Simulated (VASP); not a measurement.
Runs of VASP 6.6.1 on FePt. The structure is that of space group P4/mmm (No. 123), or close to it. The cells are those of the table. 

```tsv
cell	gap on the mesh (eV)	pressure (GPa)	moment (μB)
a = 2.677, b = 2.677, c = 3.657 Å, 2 atoms	none	15.7	3.19
a = 2.733, b = 2.733, c = 3.732 Å, 2 atoms	none	0.9	(a)
a = 2.786, b = 2.786, c = 3.805 Å, 2 atoms	none	(c)	3.40
a = 2.759, b = 2.759, c = 3.769 Å, 2 atoms	none	(b)	3.36
a = 2.705, b = 2.705, c = 3.695 Å, 2 atoms	none	7.5	3.23
```

Alike in all rows: task single point; level PBE; potentials or basis VASP PAW PBE potentials, release 64 (Fe, Pt); spin collinear, ferromagnetic start; k mesh 10 × 10 × 7; cutoff (eV) 520; smearing methfessel-paxton 0.1 eV.

Question: Estimate the missing entries.

Answer: (a) 3.30; (b) -4.8; (c) -9.5.

Caveats: spin-orbit coupling is left out, which moves the levels of the heavy elements; the cell stands under pressure (at least some runs); the cell stands under tension (at least some runs).

A k mesh can miss the band edges, and the runs leave out spin-orbit coupling on Pt.

A gap of «none» marks levels without a gap at the run's occupations.
